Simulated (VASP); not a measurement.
# GaN (P6_222) in VASP: further runs, part 2 of 2

VASP 6.6.1.

## Step 5: Single point, PBE

Contents of INCAR:

```
SYSTEM = GaN
PREC = Accurate
ENCUT = 520
EDIFF = 1E-6
ISMEAR = 0
SIGMA = 0.02
LREAL = .False.
LASPH = .True.
NELM = 80
ALGO = Normal
ISIF = 2
LWAVE = .False.
LCHARG = .False.
GGA = PE
NBANDS = 36
```

Contents of KPOINTS:

```
Automatic mesh
0
Gamma
  12 12 4
  0 0 0
```

Contents of POSCAR:

```
GaN
1.0
    3.1636332111      0.0000000000      0.0000000000
   -1.5818166056      2.7397867291      0.0000000000
    0.0000000000      0.0000000000      7.4392964952
Ga N
3 3
Direct
    0.0000000000      0.5000000000      0.1666666667
    0.5000000000      0.5000000000      0.8333333333
    0.5000000000      0.0000000000      0.5000000000
    0.5000000000      0.5000000000      0.3333333333
    0.5000000000      0.0000000000      0.0000000000
    0.0000000000      0.5000000000      0.6666666667
```

Potentials or basis: VASP PAW PBE potentials, release 64 (Ga_d, N).

Started as:

```sh
> cat potpaw_PBE.64/Ga_d/POTCAR potpaw_PBE.64/N/POTCAR > POTCAR
> mpirun -np 1 vasp_std > vasp.out
```

OUTCAR:

```text
SYSTEM = GaN
   PREC = Accurate
   ENCUT = 520
   EDIFF = 1E-6
   ISMEAR = 0
   LREAL = .False.
   LASPH = .True.
   NELM = 80
   ISIF = 2
   GGA = PE

 ion  position               nearest neighbor table
   1  0.000  0.500  0.167-   4 2.01   4 2.01   5 2.01   5 2.01
   2  0.500  0.500  0.833-   6 2.01   6 2.01   5 2.01   5 2.01
   3  0.500  0.000  0.500-   6 2.01   6 2.01   4 2.01   4 2.01
   4  0.500  0.500  0.333-   1 2.01   1 2.01   3 2.01   3 2.01
   5  0.500  0.000  0.000-   1 2.01   1 2.01   2 2.01   2 2.01
   6  0.000  0.500  0.667-   2 2.01   2 2.01   3 2.01   3 2.01

  LATTYP: Found a hexagonal cell.
 ALAT       =     3.1636332111
 C/A-ratio  =     2.3515041090

  Lattice vectors:

 A1 = (   3.1636332111,   0.0000000000,   0.0000000000)
 A2 = (  -1.5818166056,   2.7397867291,   0.0000000000)
 A3 = (   0.0000000000,   0.0000000000,   7.4392964952)

Analysis of symmetry for initial positions (statically):
=====================================================================
 Subroutine PRICEL returns:
 Original cell was already a primitive cell.

 Routine SETGRP: Setting up the symmetry group for a
[... 183 lines left out ...]
 fundamental gap:      1.1976294108
 Fermi energy:         6.2256623441

 k-point     1 :       0.0000    0.0000    0.0000
  band No.  band energies     occupation
      1     -10.1634      2.00000
      2      -8.7904      2.00000
      3      -8.7904      2.00000
      4      -7.6686      2.00000
      5      -7.6686      2.00000
      6      -7.6309      2.00000
[... 925 lines left out ...]
     35      15.3295      0.00000
     36      17.3624      0.00000

 [... further k-points ...]

------------------------ aborting loop because EDIFF is reached ----------------------------------------

  FORCE on cell =-STRESS in cart. coord.  units (eV):
  Direction    XX          YY          ZZ          XY          YZ          ZX
  --------------------------------------------------------------------------------------
  -------------------------------------------------------------------------------------
  Total        0.1116230      0.1116230      0.1314687     -0.0000000      0.0000000      0.0000000
  in kB        2.7735077      2.7735077      3.2666169     -0.0000000      0.0000000      0.0000000
  external PRESSURE =       2.9378775 kB  Pullay stress =       0.0000000 kB

 VOLUME and BASIS-vectors are now :
 -----------------------------------------------------------------------------
  energy-cutoff  :      520.00
  volume of cell :       64.48
      direct lattice vectors                 reciprocal lattice vectors
     3.163633211  0.000000000  0.000000000     0.316092269  0.182495957  0.000000000
    -1.581816606  2.739786729  0.000000000     0.000000000  0.364991913  0.000000000
     0.000000000  0.000000000  7.439296495     0.000000000  0.000000000  0.134421313

 POSITION                                       TOTAL-FORCE (eV/Angst)
 -----------------------------------------------------------------------------------
     -0.79091      1.36989      1.23988         0.000000     -0.000000     -0.000000
      0.79091      1.36989      6.19941         0.000000      0.000000      0.000000
      1.58182      0.00000      3.71965         0.000000      0.000000     -0.000000
      0.79091      1.36989      2.47977        -0.000000      0.000000     -0.000000
      1.58182      0.00000      0.00000        -0.000000      0.000000     -0.000000
     -0.79091      1.36989      4.95953        -0.000000     -0.000000     -0.000000
 -----------------------------------------------------------------------------------
    total drift:                                0.000001      0.000000      0.000001

  FREE ENERGIE OF THE ION-ELECTRON SYSTEM (eV)
  ---------------------------------------------------
  free  energy   TOTEN  =       -34.2521633867 eV

  energy  without entropy=      -34.2521633867  energy(sigma->0) =      -34.25216339
```

Run time: 52 s. Hardware: 1 thread of Intel Xeon 6975P-C (Granite Rapids), shared host; peak memory 0.24 GiB.

Results:

```
Free energy            : -34.2522 eV
Pressure               : 0.3 GPa
Band gap on the k mesh : 1.20 eV
```

Levels at points of the mesh, in eV from the valence-band top:
```csv
k point,band 23,band 24,band 25,band 26,band 27,band 28,band 29,band 30,band 31,band 32
"(0.00, 0.00, 0.00)",-0.57,-0.22,-0.22,-0.09,0.00,1.20,4.29,4.29,8.34,8.34
"(0.50, 0.00, 0.00)",-2.68,-1.96,-1.75,-1.35,-1.11,2.89,4.36,4.61,5.81,6.02
"(0.00, 0.00, 0.50)",-1.62,-0.24,-0.10,-0.10,-0.01,3.07,3.07,4.39,7.83,9.45
"(0.50, 0.00, 0.50)",-3.01,-1.81,-1.54,-1.35,-1.21,3.31,4.47,4.53,4.80,8.07
```

## Step 6: Single point, PBE

This run uses another cell than the first one: it holds 12 atoms, not 6.

Contents of INCAR:

```
SYSTEM = GaN
PREC = Accurate
ENCUT = 520
EDIFF = 1E-7
ISMEAR = 0
SIGMA = 0.1
LREAL = .False.
LASPH = .True.
NELM = 100
ALGO = Normal
ISIF = 2
LWAVE = .False.
LCHARG = .False.
GGA = PE
NBANDS = 66
```

Contents of KPOINTS:

```
regular mesh
0
Gamma
  4 4 2
  0 0 0
```

Contents of POSCAR:

```
GaN
1.0
    1.5818166056     -2.7397867291      0.0000000000
   -4.7454498166     -2.7397867291      0.0000000000
    0.0000000000      0.0000000000     -7.4392964952
Ga N
6 6
Direct
    0.5000000000      1.0000000000      0.8333333333
    0.0000000000      0.5000000000      0.8333333333
    0.7500000000      0.7500000000      0.1666666667
    0.2500000000      0.2500000000      0.1666666667
    0.2500000000      0.7500000000      0.5000000000
    0.7500000000      0.2500000000      0.5000000000
    0.7500000000      0.7500000000      0.6666666667
    0.2500000000      0.2500000000      0.6666666667
    0.2500000000      0.7500000000      1.0000000000
    0.7500000000      0.2500000000      1.0000000000
    0.5000000000      1.0000000000      0.3333333333
    0.0000000000      0.5000000000      0.3333333333
```

Potentials or basis: VASP PAW PBE potentials, release 64 (Ga_d, N).

Started as:

```sh
> cat potpaw_PBE.64/Ga_d/POTCAR potpaw_PBE.64/N/POTCAR > POTCAR
> mpirun -np 1 vasp_std > vasp.out
```

OUTCAR:

```text
SYSTEM = GaN
   PREC = Accurate
   ENCUT = 520
   EDIFF = 1E-7
   ISMEAR = 0
   LREAL = .False.
   LASPH = .True.
   NELM = 100
   ISIF = 2
   GGA = PE

 ion  position               nearest neighbor table
   1  0.500  0.000  0.833-   7 2.01   8 2.01   9 2.01  10 2.01
   2  0.000  0.500  0.833-   7 2.01   8 2.01   9 2.01  10 2.01
   3  0.750  0.750  0.167-  11 2.01  12 2.01   9 2.01   9 2.01
   4  0.250  0.250  0.167-  11 2.01  12 2.01  10 2.01  10 2.01
   5  0.250  0.750  0.500-  11 2.01  12 2.01   7 2.01   7 2.01
   6  0.750  0.250  0.500-  11 2.01  12 2.01   8 2.01   8 2.01
   7  0.750  0.750  0.667-   1 2.01   2 2.01   5 2.01   5 2.01
   8  0.250  0.250  0.667-   1 2.01   2 2.01   6 2.01   6 2.01
   9  0.250  0.750  0.000-   1 2.01   2 2.01   3 2.01   3 2.01
  10  0.750  0.250  0.000-   1 2.01   2 2.01   4 2.01   4 2.01
  11  0.500  0.000  0.333-   3 2.01   4 2.01   5 2.01   6 2.01
  12  0.000  0.500  0.333-   3 2.01   4 2.01   5 2.01   6 2.01

  LATTYP: Found a simple orthorhombic cell.
 ALAT       =     3.1636332112
 B/A-ratio  =     1.7320508075
 C/A-ratio  =     2.3515041089

[... 220 lines left out ...]
      6      -8.7138      2.00000
[... 1231 lines left out ...]
     65      14.5029      0.00000
     66      14.6332      0.00000

------------------------ aborting loop because EDIFF is reached ----------------------------------------

  FORCE on cell =-STRESS in cart. coord.  units (eV):
  Direction    XX          YY          ZZ          XY          YZ          ZX
  --------------------------------------------------------------------------------------
  -------------------------------------------------------------------------------------
  Total        0.0765390      0.3343515     -0.0073438     -0.2232722      0.0000000      0.0000000
  in kB        0.9508865      4.1538337     -0.0912359     -2.7738336      0.0000000      0.0000000
  external PRESSURE =       1.6711614 kB  Pullay stress =       0.0000000 kB

 VOLUME and BASIS-vectors are now :
 -----------------------------------------------------------------------------
  energy-cutoff  :      520.00
  volume of cell :      128.96
      direct lattice vectors                 reciprocal lattice vectors
     1.581816606 -2.739786729  0.000000000     0.158046135 -0.273743935  0.000000000
    -4.745449817 -2.739786729  0.000000000    -0.158046135 -0.091247978  0.000000000
     0.000000000  0.000000000 -7.439296495     0.000000000  0.000000000 -0.134421313

 POSITION                                       TOTAL-FORCE (eV/Angst)
 -----------------------------------------------------------------------------------
      0.79091     -1.36989     -6.19941        -0.000000      0.000000     -0.000000
     -2.37272     -1.36989     -6.19941        -0.000000      0.000000     -0.000000
     -2.37272     -4.10968     -1.23988         0.000000     -0.000000      0.005674
     -0.79091     -1.36989     -1.23988         0.000000     -0.000000      0.005674
     -3.16363     -2.73979     -3.71965         0.000000      0.000000     -0.005674
      0.00000     -2.73979     -3.71965         0.000000     -0.000000     -0.005674
     -2.37272     -4.10968     -4.95953        -0.000000      0.000000      0.008675
     -0.79091     -1.36989     -4.95953        -0.000000      0.000000      0.008675
     -3.16363     -2.73979      0.00000        -0.000000     -0.000000     -0.008675
      0.00000     -2.73979      0.00000        -0.000000      0.000000     -0.008675
      0.79091     -1.36989     -2.47977        -0.000000      0.000000     -0.000000
     -2.37272     -1.36989     -2.47977        -0.000000      0.000000     -0.000000
 -----------------------------------------------------------------------------------
    total drift:                               -0.000000     -0.000000     -0.000007

  FREE ENERGIE OF THE ION-ELECTRON SYSTEM (eV)
  ---------------------------------------------------
  free  energy   TOTEN  =       -68.4167149886 eV

  energy  without entropy=      -68.4167149886  energy(sigma->0) =      -68.41671499
```

OSZICAR:

```text
N       E                     dE             d eps       ncg     rms          rms(c)
DAV:   1     0.139702645588E+04    0.13970E+04   -0.46060E+04  2672   0.312E+03
DAV:   2     0.253354037197E+03   -0.11437E+04   -0.10871E+04  2376   0.833E+02
DAV:   3    -0.479084191887E+02   -0.30126E+03   -0.28735E+03  2900   0.262E+02
DAV:   4    -0.776376768517E+02   -0.29729E+02   -0.29131E+02  2824   0.849E+01
DAV:   5    -0.795412715423E+02   -0.19036E+01   -0.18930E+01  3316   0.219E+01    0.181E+01
DAV:   6    -0.680805306922E+02    0.11461E+02   -0.39057E+01  4184   0.578E+01    0.498E+00
DAV:   7    -0.685081544010E+02   -0.42762E+00   -0.59225E+00  2792   0.117E+01    0.443E+00
DAV:   8    -0.684455033977E+02    0.62651E-01   -0.60795E-01  3640   0.630E+00    0.121E+00
DAV:   9    -0.684145099805E+02    0.30993E-01   -0.16882E-01  3664   0.452E+00    0.431E-01
DAV:  10    -0.684165604789E+02   -0.20505E-02   -0.19270E-02  2816   0.130E+00    0.232E-01
DAV:  11    -0.684167164371E+02   -0.15596E-03   -0.25107E-03  3104   0.936E-01    0.561E-02
DAV:  12    -0.684166956901E+02    0.20747E-04   -0.10776E-03  3624   0.518E-01    0.340E-02
DAV:  13    -0.684167178273E+02   -0.22137E-04   -0.31803E-04  3072   0.115E-01    0.251E-02
DAV:  14    -0.684167180252E+02   -0.19790E-06   -0.21094E-05  3440   0.237E-02    0.190E-02
DAV:  15    -0.684167158422E+02    0.21829E-05   -0.17810E-06  3784   0.785E-02    0.707E-03
DAV:  16    -0.684167149562E+02    0.88602E-06   -0.38118E-06  3656   0.319E-02    0.223E-03
DAV:  17    -0.684167149634E+02   -0.72087E-08   -0.11679E-06  2816   0.186E-02    0.258E-03
DAV:  18    -0.684167149886E+02   -0.25226E-07   -0.14145E-07  1608   0.311E-03
   1 F= -.68416715E+02 E0= -.68416715E+02  d E =-.620179E-11
```

Run time: 1.7 min. Hardware: 1 thread of Intel Xeon 6975P-C (Granite Rapids), shared host; peak memory 0.27 GiB.

Results:

| Item | Value |
| --- | --- |
| Free energy | -68.4167 eV |
| Pressure | 0.2 GPa |
| Largest force | 0.009 eV/Å |
| Band gap on the k mesh | 1.19 eV |

Forces on the atoms (eV/Å):
```
Ga   0.000  0.000  0.000
Ga   0.000  0.000  0.000
Ga   0.000  0.000  0.006
Ga   0.000  0.000  0.006
Ga   0.000  0.000 -0.006
Ga   0.000  0.000 -0.006
N    0.000  0.000  0.009
N    0.000  0.000  0.009
N    0.000  0.000 -0.009
N    0.000  0.000 -0.009
N    0.000  0.000  0.000
N    0.000  0.000  0.000
```

Levels at points of the mesh, in eV from the valence-band top:
```tsv
k point	band 51	band 52	band 53	band 54	band 55	band 56	band 57	band 58
(0.00, 0.00, 0.00)	-0.23	-0.22	-0.09	0.00	1.19	2.88	4.28	4.28
(0.50, 0.00, 0.00)	-2.09	-2.09	-0.74	-0.74	4.53	4.53	4.54	4.54
(0.00, 0.50, 0.00)	-0.73	-0.73	-0.38	-0.38	3.79	3.79	5.17	5.17
(0.50, 0.50, 0.00)	-1.35	-1.35	-1.11	-1.11	2.88	2.88	4.35	4.35
(0.00, 0.00, 0.50)	-0.24	-0.10	-0.10	-0.01	3.07	3.07	3.31	4.39
(0.50, 0.00, 0.50)	-1.51	-1.51	-0.84	-0.84	4.94	4.94	5.07	5.07
(0.00, 0.50, 0.50)	-0.89	-0.89	-0.73	-0.73	3.90	3.90	4.67	4.67
(0.50, 0.50, 0.50)	-1.35	-1.35	-1.21	-1.21	3.31	3.31	4.46	4.46
```

Caveat: the k points lie up to 0.50 Å⁻¹ apart.

## Step 7: Relaxation of cell and atoms, PBE

Contents of INCAR:

```
SYSTEM = GaN
ALGO = Normal
EDIFF = 1E-6
EDIFFG = -0.01
ENCUT = 600
GGA = PE
IBRION = 2
ISIF = 3
ISMEAR = 0
LASPH = .True.
LCHARG = .False.
LREAL = .False.
LWAVE = .False.
NELM = 80
NSW = 100
PREC = Accurate
SIGMA = 0.02
```

Contents of KPOINTS:

```
k-points
0
Gamma
  12 12 4
  0 0 0
```

Contents of POSCAR:

```
GaN
1.0
    3.1641145629      0.0000000000      0.0000000000
   -1.5820572815      2.7402035920      0.0000000000
    0.0000000000      0.0000000000      7.4357951706
Ga N
3 3
Direct
    0.0000000000      0.5000000000      0.1666666667
    0.5000000000      0.5000000000      0.8333333333
    0.5000000000      0.0000000000      0.5000000000
    0.5000000000      0.5000000000      0.3333333333
    0.5000000000      0.0000000000      0.0000000000
    0.0000000000      0.5000000000      0.6666666667
```

Started as:

```sh
> cat potpaw_PBE.64/Ga_d/POTCAR potpaw_PBE.64/N/POTCAR > POTCAR
> mpirun -np 1 vasp_std > vasp.out
```

It took 2.8 min on 1 thread of Intel Xeon 6975P-C (Granite Rapids), shared host; peak memory 0.28 GiB.

Results (log left out):

- Free energy: -34.2571 eV
- Relaxed volume: 10.76 Å³/atom
- Relaxed cell: a = 3.165 Å, b = 3.165 Å, c = 7.442 Å, α = 90.00°, β = 90.00°, γ = 120.00°
- Space group after relaxing (to 0.1 Å): P6_222 (No. 180)
- Energy gained by relaxing: 0.0 meV/atom
- Ionic steps: 4
- Pressure after relaxing: -0.1 GPa
- Band gap on the k mesh: 1.19 eV

Final structure:
```
CELL_PARAMETERS angstrom
3.16501 0.00000 0.00000
-1.58250 2.74098 0.00000
0.00000 0.00000 7.44178
ATOMIC_POSITIONS crystal
Ga 0.00000 0.50000 0.16667
Ga 0.50000 0.50000 0.83333
Ga 0.50000 0.00000 0.50000
N 0.50000 0.50000 0.33333
N 0.50000 0.00000 0.00000
N 0.00000 0.50000 0.66667
```

Levels at points of the mesh, in eV from the valence-band top:
```tsv
k point	band 23	band 24	band 25	band 26	band 27	band 28	band 29	band 30	band 31	band 32
(0.00, 0.00, 0.00)	-0.57	-0.22	-0.22	-0.09	0.00	1.19	4.28	4.28	8.33	8.33
(0.50, 0.00, 0.00)	-2.68	-1.96	-1.75	-1.35	-1.11	2.89	4.35	4.60	5.80	6.01
(0.00, 0.00, 0.50)	-1.62	-0.24	-0.10	-0.10	-0.01	3.06	3.06	4.39	7.82	9.44
(0.50, 0.00, 0.50)	-3.00	-1.80	-1.54	-1.35	-1.21	3.30	4.47	4.52	4.79	8.06
```

## Step 8: Overview

| task | cell | k mesh | cutoff (eV) | smearing | gap on the mesh (eV) | pressure (GPa) | relaxed volume (Å³/atom) |
| --- | --- | --- | --- | --- | --- | --- | --- |
| single point | a = 3.164, b = 3.164, c = 7.436 Å, angles 90.0, 90.0, 120.0°, 6 atoms, atomic positions A | 6 × 6 × 4 | 600 | gaussian 0.1 eV | 1.20 | 0.2 | - |
| relaxation of cell and atoms | relaxed from a = 2.979, b = 2.979, c = 6.523 Å, angles 90.0, 90.0, 120.0°, 6 atoms, atomic positions A | 6 × 6 × 4 | 600 | gaussian 0.1 eV | 1.18 | -0.2 | 10.77 |
| single point | a = 2.979, b = 2.979, c = 6.523 Å, angles 90.0, 90.0, 120.0°, 6 atoms, atomic positions A | 6 × 6 × 4 | 520 | gaussian 0.1 eV | 2.79 | 83.6 | - |
| single point | a = 3.164, b = 3.164, c = 7.439 Å, angles 90.0, 90.0, 120.0°, 6 atoms, atomic positions A | 12 × 12 × 4 | 520 | gaussian 0.02 eV | 1.20 | 0.3 | - |
| single point | a = 3.164, b = 5.480, c = 7.439 Å, 12 atoms, atomic positions B | 4 × 4 × 2 | 520 | gaussian 0.1 eV | 1.19 | 0.2 | - |
| relaxation of cell and atoms | relaxed from a = 3.164, b = 3.164, c = 7.436 Å, angles 90.0, 90.0, 120.0°, 6 atoms, atomic positions A | 12 × 12 × 4 | 600 | gaussian 0.02 eV | 1.19 | -0.1 | 10.76 |

Alike in all rows: level PBE; potentials or basis VASP PAW PBE potentials, release 64 (Ga_d, N); no spin polarisation.

Caveats: some runs use coarse meshes; the volume moved by over 15 % at a fixed basis, so the end points are rough (at least some runs); the cell stands under pressure (at least some runs).

Total energies depend on the potentials used, so only differences within one code and one set of settings carry meaning.
